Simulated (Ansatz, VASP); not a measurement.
**OsI in VASP and in Ansatz**

Contents of INCAR:

```
  PREC = Accurate
  ENCUT = 520
  EDIFF = 1E-6
  ISMEAR = 0
  SIGMA = 0.1
  LREAL = F
  LASPH = T
  NELM = 150
  ALGO = Normal
  ISIF = 2
  LWAVE = F
  LCHARG = F
  ISPIN = 2
  MAGMOM = 1 0
  LORBIT = 11
  LMAXMIX = 4
  GGA = PE
  NBANDS = 18
```

The input KPOINTS:

```
regular mesh
0
Gamma
  6 6 6
```

POSCAR

```
OsI
1.0
    1.6992424200      0.9810580686      5.4124017821
   -1.6992424200      0.9810580686      5.4124017821
    0.0000000000     -1.9621161371      5.4124017821
Os I
1 1
Direct
    0.0000000000      0.0000000000      0.0000000000
    0.5000000000      0.5000000000      0.5000000000
```

Input for Ansatz:

```yaml
crystal:
  lattice:
    - [1.69924242, 0.9810580686, 5.4124017821]
    - [-1.69924242, 0.9810580686, 5.4124017821]
    - [0.0, -1.9621161371, 5.4124017821]
  atoms:
    - { symbol: Os, position: [0.0, 0.0, 0.0], spin: 1.0 }
    - { symbol: I, position: [0.5, 0.5, 0.5] }
basis:
  ecutwfc: 420
kpoints:
  mp_grid: { grid: [6, 6, 6] }
hamiltonian:
  xc: pbe
scf:
  occupations: { method: gaussian, width: 0.1 }
  lower_state_search: "off"
output:
  forces: true
  stress: true
  eigenvalues: true
  populations: true
magnetization:
  spin_polarized: true
```

Alike in both runs: task single point; functional PBE; k mesh 6 × 6 × 6; occupations gaussian, width 0.1 eV; collinear spin.

```csv
,VASP,Ansatz
version,VASP 6.6.1,Ansatz 0.2.0
potentials or method,"VASP PAW PBE potentials, release 64 (Os, I), cutoff 520 eV","scalar-relativistic, plane waves, PAW"
valence electrons in the cell,15,33
```

|  | VASP | Ansatz | Ansatz less VASP |
| --- | --- | --- | --- |
| gap on the k mesh at the Fermi level (eV) | none | none | - |
| pressure (GPa) | -16.2 | -16.1 | +0.10 |
| traceless stress, the component that is largest in VASP (GPa) | -5.28 | -5.13 | +0.149 |
| net moment per atom (μB) | 0.66 | 0.68 | +0.014 |
| size of the moment on the site where the two differ most (μB) | 1.31 | 1.34 | +0.030 |

Site moments also hang on the region over which each program counts them. A gap of «none» marks a metal or a gap that the smearing closes. VASP's potentials hold 15 valence electrons a cell and Ansatz's 33, so a difference there can come from the potentials and not from the codes.

The k mesh is coarse, so the values compare programs but aren't converged. Spin-orbit coupling is off throughout.
